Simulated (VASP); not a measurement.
# Si (I4/mmm) in VASP: further runs

Si is run at these levels: LDA; tasks: single point.

All numbers are computed with VASP 6.6.1; they aren't measurements. Logs are shortened: lines on timing, memory, paths and dates and some standing lists are left out, and cuts for length are marked.

**1. The cell of the first run**

The structure is tetragonal, space group I4/mmm (No. 139). Conventional cell: a = 3.254 Å, b = 3.254 Å, c = 2.852 Å, α = 90.00°, β = 90.00°, γ = 90.00°. Within 3.6 Å of Si (site symmetry 4/mmm) lie 14 Si at 2.71 to 3.25 Å.

**2. Single point, LDA (strain +0.000 along x and y, +0.080 along z)**

File INCAR:

```
PREC = Accurate
ENCUT = 520
EDIFF = 1E-6
ISMEAR = 0
SIGMA = 0.15
LREAL = False
LASPH = True
NELM = 60
ALGO = Normal
ISIF = 2
LWAVE = False
LCHARG = True
LELF = True
LVHAR = True
NBANDS = 8
```

File KPOINTS:

```
Automatic mesh
0
Gamma
  22 22 22
```

File POSCAR:

```
Si
1.0
   -1.6269149300      1.6269149300      1.4259562380
    1.6269149300     -1.6269149300      1.4259562380
    1.6269149300      1.6269149300     -1.4259562380
Si
1
Direct
    0.0000000000      0.0000000000      0.0000000000
```

Potentials or basis: VASP PAW LDA potentials, release 64 (Si).

Launch:

```
$ cat potpaw_LDA.64/Si/POTCAR > POTCAR
$ mpirun -np 1 vasp_std > vasp.out
```

OUTCAR:

```text
PREC = Accurate
   ENCUT = 520
   EDIFF = 1E-6
   ISMEAR = 0
   LREAL = False
   LASPH = True
   NELM = 60
   ISIF = 2

 ion  position               nearest neighbor table
   1  0.000  0.000  0.000-

  LATTYP: Found a body centered tetragonal cell.
 ALAT       =     3.2538298600
 C/A-ratio  =     0.8764786724

  Lattice vectors:

 A1 = (  -1.6269149300,   1.6269149300,   1.4259562380)
 A2 = (   1.6269149300,  -1.6269149300,   1.4259562380)
 A3 = (   1.6269149300,   1.6269149300,  -1.4259562380)

Analysis of symmetry for initial positions (statically):
=====================================================================
 Subroutine PRICEL returns:
 Original cell was already a primitive cell.

 Routine SETGRP: Setting up the symmetry group for a
 body centered tetragonal supercell.

 Subroutine GETGRP returns: Found 16 space group operations
 (whereof 16 operations were pure point group operations)
 out of a pool of 16 trial point group operations.

The static configuration has the point symmetry D_4h.

Analysis of symmetry for dynamics (positions and initial velocities):
=====================================================================
 Subroutine PRICEL returns:
 Original cell was already a primitive cell.

 Routine SETGRP: Setting up the symmetry group for a
 body centered tetragonal supercell.

 Subroutine GETGRP returns: Found 16 space group operations
 (whereof 16 operations were pure point group operations)
 out of a pool of 16 trial point group operations.

The dynamic configuration has the point symmetry D_4h.

 Subroutine INISYM returns: Found 16 space group operations
 (whereof 16 operations are pure point group operations),
 and found     1 'primitive' translations

----------------------------------------------------------------------------------------

                                     Primitive cell

  volume of cell :      15.0972

  direct lattice vectors                    reciprocal lattice vectors
    -1.626914930  1.626914930  1.425956238     0.000000000  0.307330144  0.350641897
     1.626914930 -1.626914930  1.425956238     0.307330144  0.000000000  0.350641897
     1.626914930  1.626914930 -1.425956238     0.307330144  0.307330144  0.000000000

  length of vectors
     2.706853445  2.706853445  2.706853445     0.466263399  0.466263399  0.434630458

  position of ions in fractional coordinates (direct lattice)
     0.000000000  0.000000000  0.000000000

  ion indices of the primitive-cell ions
   primitive index   ion index
                 1           1

----------------------------------------------------------------------------------------

 KPOINTS: Automatic mesh

Automatic generation of k-mesh.
 Grid dimensions read from file:
 generate k-points for:   22   22   22

 Generating k-lattice:

  Cartesian coordinates                     Fractional coordinates (reciprocal lattice)
     0.000000000  0.013969552  0.015938268     0.045454545 -0.000000000  0.000000000
     0.013969552  0.000000000  0.015938268    -0.000000000  0.045454545  0.000000000
     0.013969552  0.013969552  0.000000000     0.000000000  0.000000000  0.045454545

  Length of vectors
     0.021193791  0.021193791  0.019755930

  Shift w.r.t. Gamma in fractional coordinates (k-lattice)
     0.000000000  0.000000000  0.000000000

 Subroutine IBZKPT returns following result:
 ===========================================

 Found    834 irreducible k-points:

 Following reciprocal coordinates:
            Coordinates               Weight
  0.000000  0.000000  0.000000      1.000000
  0.045455  0.000000 -0.000000      8.000000
  0.090909  0.000000 -0.000000      8.000000
  0.136364 -0.000000  0.000000      8.000000
  0.181818  0.000000  0.000000      8.000000
  0.227273 -0.000000  0.000000      8.000000
[... 16 lines left out ...]
  0.500000  0.045455  0.000000     16.000000
 -0.454545  0.045455 -0.000000     16.000000
 [... further k-points ...]
   k-points           NKPTS =    834   k-points in BZ     NKDIM =    834   number of bands    NBANDS=      8
   number of dos      NEDOS =    301   number of ions     NIONS =      1
   total plane-waves  NPLWV =   8000
   dimension x,y,z NGX =    20 NGY =   20 NGZ =   20
   dimension x,y,z NGXF=    40 NGYF=   40 NGZF=   40
   ions per type =               1
   NGX,Y,Z   is equivalent  to a cutoff of  12.28, 12.28, 12.28 a.u.
   NGXF,Y,Z  is equivalent  to a cutoff of  24.57, 24.57, 24.57 a.u.
 SYSTEM =  unknown system
   PREC   = accura    normal or accurate (medium, high low for compatibility)
   ISTART =      0    job   : 0-new  1-cont  2-samecut
   ICHARG =      2    charge: 1-file 2-atom 10-const
   ISPIN  =      1    spin polarized calculation?
   LNONCOLLINEAR =      F non collinear calculations
   LSORBIT =      F    spin-orbit coupling
   LASPH  =      T    aspherical Exc in radial PAW
   ENCUT  =  520.0 eV  38.22 Ry    6.18 a.u.   5.03  5.03  5.03*2*pi/ulx,y,z
[... 112 lines left out ...]
  band No.  band energies     occupation
      1      -2.8190      2.00000
      2      13.3688      0.00000
      3      15.7156      0.00000
      4      17.6291      0.00000
      5      18.7594      0.00000
      6      20.8607      0.00000
      7      25.8901      0.00000
      8      26.9963      0.00000

 k-point     7 :       0.2727    0.0000    0.0000
  band No.  band energies     occupation
      1      -2.1101      2.00000
      2      11.4798      0.00000
      3      15.2048      0.00000
      4      17.1920      0.00000
      5      18.0377      0.00000
      6      20.2005      0.00000
      7      26.1371      0.00000
      8      28.0935      0.00000

 k-point     8 :       0.3182   -0.0000    0.0000
  band No.  band energies     occupation
      1      -1.2755      2.00000
      2       9.6533      0.10955
      3      14.7957      0.00000
      4      16.8355      0.00000
      5      17.4202      0.00000
      6      19.6249      0.00000
      7      26.4975      0.00000
      8      29.2365      0.00000

 k-point     9 :       0.3636   -0.0000    0.0000
  band No.  band energies     occupation
      1      -0.3169      2.00000
      2       7.9106      2.00000
      3      14.4851      0.00000
      4      16.5612      0.00000
      5      16.9240      0.00000
      6      19.1561      0.00000
      7      26.9509      0.00000
      8      30.3844      0.00000

 k-point    10 :       0.4091    0.0000   -0.0000
  band No.  band energies     occupation
      1       0.7635      2.00000
      2       6.2645      2.00000
      3      14.2684      0.00000
      4      16.3682      0.00000
      5      16.5608      0.00000
      6      18.8096      0.00000
      7      27.4611      0.00000
      8      31.4108      0.00000
[... 78 lines left out ...]
 k-point    18 :       0.2727    0.0455    0.0000
  band No.  band energies     occupation
      1      -1.6088      2.00000
      2      10.4665      0.00000
      3      14.9564      0.00000
      4      16.2419      0.00000
      5      18.4175      0.00000
      6      19.9332      0.00000
      7      25.3264      0.00000
      8      28.7466      0.00000

 k-point    19 :       0.3182    0.0455    0.0000
  band No.  band energies     occupation
      1      -0.7038      2.00000
      2       8.6897      2.00000
      3      14.5240      0.00000
      4      15.8087      0.00000
      5      18.0192      0.00000
      6      19.4816      0.00000
      7      25.7404      0.00000
      8      30.1722      0.00000

 k-point    20 :       0.3636    0.0455    0.0000
  band No.  band energies     occupation
      1       0.3240      2.00000
      2       7.0030      2.00000
      3      14.1675      0.00000
      4      15.5043      0.00000
      5      17.6992      0.00000
      6      19.1656      0.00000
      7      26.2613      0.00000
      8      31.4102      0.00000

 k-point    21 :       0.4091    0.0455    0.0000
  band No.  band energies     occupation
      1       1.4720      2.00000
      2       5.4175      2.00000
      3      13.8889      0.00000
      4      15.3326      0.00000
      5      17.4601      0.00000
      6      18.9939      0.00000
      7      26.8651      0.00000
      8      32.2849      0.00000

 k-point    22 :       0.4545    0.0455    0.0000
  band No.  band energies     occupation
      1       2.7318      2.00000
      2       3.9460      2.00000
      3      13.6952      0.00000
      4      15.2888      0.00000
      5      17.3108      0.00000
      6      18.9650      0.00000
      7      27.5024      0.00000
      8      31.6607      0.00000

 k-point    23 :       0.5000    0.0455    0.0000
  band No.  band energies     occupation
      1       2.5570      2.00000
      2       4.1369      2.00000
      3      13.5941      0.00000
      4      15.3638      0.00000
      5      17.2639      0.00000
      6      19.0720      0.00000
      7      28.0478      0.00000
      8      31.1024      0.00000

 k-point    24 :      -0.4545    0.0455   -0.0000
  band No.  band energies     occupation
      1       1.3109      2.00000
      2       5.6268      2.00000
      3      13.5926      0.00000
      4      15.5459      0.00000
      5      17.3325      0.00000
      6      19.3061      0.00000
      7      28.2534      0.00000
      8      30.9086      0.00000

 [... further k-points ...]
[... 5 lines left out ...]
  --------------------------------------------------------------------------------------
  -------------------------------------------------------------------------------------
  Total       -0.5140633     -0.5140633     -0.8261361      0.0000000      0.0000000      0.0000000
  in kB      -54.5545929    -54.5545929    -87.6730846      0.0000000      0.0000000      0.0000000
  external PRESSURE =     -65.5940901 kB  Pullay stress =       0.0000000 kB

 VOLUME and BASIS-vectors are now :
 -----------------------------------------------------------------------------
  energy-cutoff  :      520.00
  volume of cell :       15.10
      direct lattice vectors                 reciprocal lattice vectors
    -1.626914930  1.626914930  1.425956238     0.000000000  0.307330144  0.350641897
     1.626914930 -1.626914930  1.425956238     0.307330144  0.000000000  0.350641897
     1.626914930  1.626914930 -1.425956238     0.307330144  0.307330144  0.000000000

 POSITION                                       TOTAL-FORCE (eV/Angst)
 -----------------------------------------------------------------------------------
      0.00000      0.00000      0.00000        -0.000000      0.000000      0.000000
 -----------------------------------------------------------------------------------
    total drift:                                0.000000      0.000000      0.000000

  FREE ENERGIE OF THE ION-ELECTRON SYSTEM (eV)
  ---------------------------------------------------
  free  energy   TOTEN  =        -5.5309847313 eV

  energy  without entropy=       -5.5261493747  energy(sigma->0) =       -5.52856705
```

Wall time 32 s (1 thread of Intel Xeon Platinum 8488C (Sapphire Rapids), shared host); peak memory 0.18 GiB.

What came out:

* Free energy: -5.5310 eV
* Pressure: -6.6 GPa
* Band gap on the k mesh: zero (band 2 reaches 19.55 eV, above the bottom of band 3 at 5.94 eV)

Caveat: the cell differs from its parent crystal (strain +0.000 along x and y, +0.080 along z).

**3. Single point, LDA (strain +0.040 along x and y, +0.000 along z)**

File INCAR:

```
SYSTEM = Si
  ALGO = Normal
  EDIFF = 1E-6
  ENCUT = 520
  GGA = CA
  ISIF = 2
  ISMEAR = 0
  LASPH = .TRUE.
  LCHARG = .TRUE.
  LELF = .TRUE.
  LREAL = .FALSE.
  LVHAR = .TRUE.
  LWAVE = .FALSE.
  NBANDS = 8
  NELM = 60
  PREC = Accurate
  SIGMA = 0.15
```

File KPOINTS:

```
k-points
0
G
  22 22 22
  0 0 0
```

File POSCAR:

```
Si
1.0
   -1.6919915272      1.6919915272      1.3203298500
    1.6919915272     -1.6919915272      1.3203298500
    1.6919915272      1.6919915272     -1.3203298500
Si
1
Direct
    0.0000000000      0.0000000000      0.0000000000
```

Potentials or basis: VASP PAW LDA potentials, release 64 (Si).

Launch:

```
$ cat potpaw_LDA.64/Si/POTCAR > POTCAR
$ mpirun -np 1 vasp_std > vasp.out
```

It took 32 s on 1 thread of Intel Xeon Platinum 8488C (Sapphire Rapids), shared host; peak memory 0.18 GiB.

It converged, with:

```yaml
Free_energy: -5.5417 eV
Pressure: -6.3 GPa
Band_gap_on_the_k_mesh: zero (band 2 reaches 18.29 eV, above the bottom of band 3 at 6.21 eV)
```

Stress tensor (GPa, compression positive):
```
-6.60  0.00  0.00
 0.00 -6.60  0.00
 0.00  0.00 -5.75
```

Levels at points of the mesh, in eV from the Fermi level:
```tsv
k point	band 1	band 2	band 3	band 4	band 5	band 6	band 7
(0.00, 0.00, 0.00)	-13.98	8.79	8.79	8.95	12.01	13.04	15.36
(0.50, 0.00, 0.00)	-5.89	-5.71	4.34	5.85	6.22	8.68	17.55
(0.50, 0.50, 0.00)	-8.52	-6.91	9.01	10.92	11.56	12.10	16.11
(0.50, 0.50, 0.50)	-2.50	-2.50	-2.37	1.40	4.86	7.17	24.24
```

Caveat: the cell differs from its parent crystal (strain +0.040 along x and y, +0.000 along z).

**4. Single point, LDA (strain +0.080 along x and y, -0.040 along z)**

File INCAR:

```
SYSTEM = Si
PREC = Accurate
ENCUT = 520
EDIFF = 1E-7
ISMEAR = 0
SIGMA = 0.15
LREAL = .FALSE.
LASPH = .TRUE.
NELM = 60
ALGO = Normal
ISIF = 2
LWAVE = .FALSE.
LCHARG = .FALSE.
NBANDS = 8
```

File KPOINTS:

```
Automatic mesh
0
G
  22 22 22
  0 0 0
```

File POSCAR:

```
Si
1.0
   -1.7570681244      1.7570681244      1.2675166560
    1.7570681244     -1.7570681244      1.2675166560
    1.7570681244      1.7570681244     -1.2675166560
Si
1
Direct
    0.0000000000      0.0000000000      0.0000000000
```

Launch:

```
$ cat potpaw_LDA.64/Si/POTCAR > POTCAR
$ mpirun -np 1 vasp_std > vasp.out
```

Run time: 36 s. Hardware: 1 thread of Intel Xeon Platinum 8488C (Sapphire Rapids), shared host; peak memory 0.19 GiB.

It converged, with:

| Quantity | Value |
| --- | --- |
| Free energy | -5.5073 eV |
| Pressure | -7.2 GPa |
| Band gap on the k mesh | zero (band 2 reaches 16.81 eV, above the bottom of band 3 at 6.11 eV) |

Stress tensor (GPa, compression positive):
```
-8.91  0.00  0.00
 0.00 -8.91  0.00
 0.00  0.00 -3.78
```

Levels at points of the mesh, in eV from the Fermi level:
```csv
k point,band 1,band 2,band 3,band 4,band 5
"(0.00, 0.00, 0.00)",-13.70,7.53,7.53,8.03,10.68
"(0.50, 0.00, 0.00)",-5.56,-5.14,4.19,5.25,5.99
"(0.50, 0.50, 0.00)",-8.90,-6.82,10.25,10.40,11.40
"(0.50, 0.50, 0.50)",-3.58,-2.92,-2.92,1.28,6.84
```

Caveat: the cell differs from its parent crystal (strain +0.080 along x and y, -0.040 along z).

**5. Single point, LDA (strain +0.040 along x and y, +0.040 along z)**

File INCAR:

```
SYSTEM = Si
  PREC = Accurate
  ENCUT = 520
  EDIFF = 1E-7
  ISMEAR = 0
  SIGMA = 0.15
  LREAL = .False.
  LASPH = .True.
  NELM = 60
  ALGO = Normal
  ISIF = 2
  LWAVE = .False.
  LCHARG = .False.
  GGA = CA
  NBANDS = 8
```

File KPOINTS:

```
regular mesh
0
Gamma
  22 22 22
  0 0 0
```

File POSCAR:

```
Si
1.0
   -1.6919915272      1.6919915272      1.3731430440
    1.6919915272     -1.6919915272      1.3731430440
    1.6919915272      1.6919915272     -1.3731430440
Si
1
Direct
    0.0000000000      0.0000000000      0.0000000000
```

Launch:

```
$ cat potpaw_LDA.64/Si/POTCAR > POTCAR
$ mpirun -np 1 vasp_std > vasp.out
```

Wall time 37 s (1 thread of Intel Xeon Platinum 8488C (Sapphire Rapids), shared host); peak memory 0.19 GiB.

It converged, with:

- Free energy: -5.5116 eV
- Pressure: -9.0 GPa
- Band gap on the k mesh: zero (band 2 reaches 17.88 eV, above the bottom of band 3 at 5.62 eV)

Stress tensor (GPa, compression positive):
```
 -8.38   0.00   0.00
  0.00  -8.38   0.00
  0.00   0.00 -10.27
```

Levels at points of the mesh, in eV from the Fermi level:
| k point | band 1 | band 2 | band 3 | band 4 | band 5 | band 6 |
| --- | --- | --- | --- | --- | --- | --- |
| (0.00, 0.00, 0.00) | -13.61 | 8.89 | 8.89 | 9.37 | 11.95 | 12.45 |
| (0.50, 0.00, 0.00) | -5.88 | -5.74 | 4.22 | 5.92 | 6.40 | 8.54 |
| (0.50, 0.50, 0.00) | -8.13 | -6.56 | 7.91 | 10.27 | 11.12 | 11.19 |
| (0.50, 0.50, 0.50) | -2.13 | -2.13 | -1.96 | 1.72 | 3.73 | 6.15 |

Caveat: the cell differs from its parent crystal (strain +0.040 along x and y, +0.040 along z).

**6. Single point, LDA (strain +0.080 along x and y, +0.000 along z)**

File INCAR:

```
ALGO = Normal ; EDIFF = 1E-7
ENCUT = 520 ; ISIF = 2
ISMEAR = 0 ; LASPH = True
LCHARG = True ; LELF = True
LREAL = False ; LVHAR = True
LWAVE = False ; NBANDS = 8
NELM = 60 ; PREC = Accurate
SIGMA = 0.15
```

File KPOINTS:

```
k-points
0
Gamma
  22 22 22
```

File POSCAR:

```
Si
1.0
   -1.7570681244      1.7570681244      1.3203298500
    1.7570681244     -1.7570681244      1.3203298500
    1.7570681244      1.7570681244     -1.3203298500
Si
1
Direct
    0.0000000000      0.0000000000      0.0000000000
```

Potentials or basis: VASP PAW LDA potentials, release 64 (Si).

Launch:

```
$ cat potpaw_LDA.64/Si/POTCAR > POTCAR
$ mpirun -np 1 vasp_std > vasp.out
```

Run time: 35 s. Hardware: 1 thread of Intel Xeon Platinum 8488C (Sapphire Rapids), shared host; peak memory 0.19 GiB.

Results (log left out):

- Free energy: -5.4787 eV
- Pressure: -10.2 GPa
- Band gap on the k mesh: zero (band 2 reaches 16.30 eV, above the bottom of band 3 at 5.68 eV)

Stress tensor (GPa, compression positive):
```
-10.14   0.00   0.00
  0.00 -10.14   0.00
  0.00   0.00 -10.27
```

Levels at points of the mesh, in eV from the Fermi level:
```csv
k point,band 1,band 2,band 3,band 4,band 5,band 6,band 7
"(0.00, 0.00, 0.00)",-13.33,7.72,7.72,8.42,11.13,12.51,15.55
"(0.50, 0.00, 0.00)",-5.42,-5.38,4.01,5.27,6.14,8.16,16.58
"(0.50, 0.50, 0.00)",-8.50,-6.48,9.08,10.02,11.31,12.67,15.13
"(0.50, 0.50, 0.50)",-3.13,-2.56,-2.56,1.58,5.50,7.74,23.49
```

Caveat: the cell differs from its parent crystal (strain +0.080 along x and y, +0.000 along z).

**7. Overview**

| cell | gap on the mesh (eV) | pressure (GPa) |
| --- | --- | --- |
| a = 2.707 Å, angles 106.1, 106.1, 116.4°, 1 atom | none | -6.6 |
| a = 2.733 Å, angles 103.5, 103.5, 122.2°, 1 atom | none | -6.3 |
| a = 2.789 Å, angles 101.9, 101.9, 125.9°, 1 atom | none | -7.2 |
| a = 2.759 Å, angles 104.3, 104.3, 120.3°, 1 atom | none | -9.0 |
| a = 2.814 Å, angles 102.7, 102.7, 124.0°, 1 atom | none | -10.2 |

Alike in all rows: task single point; level LDA; potentials or basis VASP PAW LDA potentials, release 64 (Si); no spin polarisation; k mesh 22 × 22 × 22; cutoff (eV) 520; smearing gaussian 0.15 eV.

Total energies depend on the potentials used, so only differences within one code and one set of settings carry meaning.
